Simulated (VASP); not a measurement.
Write the native input for VASP 6.6.1 that does the following.

* Task: single point
* Functional: r2SCAN
* Potentials or basis: VASP PAW PBE potentials, release 64 (Li_sv)
* Cutoff: 720 eV
* k mesh: 1 × 2 × 2
* Occupations: methfessel-paxton, width 0.05 eV
* Spin: no spin polarisation
* Dipole correction: no
* Further INCAR settings: ALGO = Normal; EDIFF = 1e-06; NBANDS = 22

Li:

```
Li
1.0
     8.90888    0.00000    0.00000
     0.00000    4.45444    0.00000
     0.00000    0.00000    4.45444
Li
8
Direct
  0.45297 0.13929 0.62213
  0.18015 0.36920 0.37571
  0.05375 0.62458 0.84529
  0.30005 0.86180 0.12689
  0.93602 0.10583 0.62944
  0.69033 0.37561 0.36886
  0.58434 0.65015 0.88794
  0.80239 0.87354 0.14374
```

One way to write it, as run:

POSCAR

```
Li
1.0
    8.9088800000      0.0000000000      0.0000000000
    0.0000000000      4.4544400000      0.0000000000
    0.0000000000      0.0000000000      4.4544400000
Li
8
Direct
    0.4529656927      0.1392877668      0.6221336464
    0.1801495811      0.3692039852      0.3757058126
    0.0537542317      0.6245792962      0.8452896436
    0.3000486032      0.8618023814      0.1268913713
    0.9360243936      0.1058344034      0.6294425337
    0.6903339140      0.3756070348      0.3688629772
    0.5843364149      0.6501497382      0.8879351838
    0.8023871688      0.8735353939      0.1437388314
```

INCAR.step1

```
PREC     = Accurate       # precision mode
ENCUT    = 720            # plane-wave cutoff, eV
ISMEAR   = 1              # smearing method
SIGMA    = 0.05           # smearing width, eV
LREAL    = F              # projectors in reciprocal space
LASPH    = T              # aspherical terms in the spheres
NELM     = 120            # most SCF steps
NBANDS   = 22             # bands
GGA      = PE             # functional
ALGO     = Normal         # electronic algorithm
EDIFF    = 1E-5           # SCF threshold, eV
LWAVE    = T              # write WAVECAR
LCHARG   = F              # write CHGCAR
GGA_COMPAT= F
```

INCAR.step2

```
PREC     = Accurate       # precision mode
ENCUT    = 720            # plane-wave cutoff, eV
EDIFF    = 1E-6           # SCF threshold, eV
ISMEAR   = 1              # smearing method
SIGMA    = 0.05           # smearing width, eV
LREAL    = F              # projectors in reciprocal space
LASPH    = T              # aspherical terms in the spheres
NELM     = 120            # most SCF steps
ALGO     = Normal         # electronic algorithm
ISIF     = 2              # what is computed and relaxed
LWAVE    = F              # write WAVECAR
LCHARG   = F              # write CHGCAR
METAGGA  = R2SCAN         # meta-GGA
LMIXTAU  = T            
NBANDS   = 22             # bands
ISTART   = 1            
GGA_COMPAT= F
```

KPOINTS

```
Automatic mesh
0
Gamma
  1 2 2
```

Potentials or basis: VASP PAW PBE potentials, release 64 (Li_sv).

Run with:

```console
$ cat potpaw_PBE.64/Li_sv/POTCAR > POTCAR
$ cp INCAR.step1 INCAR
$ mpirun -np 1 vasp_std > vasp.out
$ cp INCAR.step2 INCAR
$ mpirun -np 1 vasp_std > vasp.out
```

It gave:

```json
{"Pressure": "0.7 GPa", "Largest force": "0.412 eV/Å", "Band gap on the k mesh": "zero (bands 12 and 13 overlap by 2.54 eV)"}
```

Caveat: the k points lie up to 0.71 Å⁻¹ apart, too coarse for converged energies and pressures of a metal; the PAW data sets were made with another functional, which shifts forces and pressure a little.

Wall time 2.5 min on 1 thread of Intel(R) Xeon(R) Platinum 8375C CPU @ 2.90GHz (Ice Lake), on a shared host, peak memory 0.34 GiB.
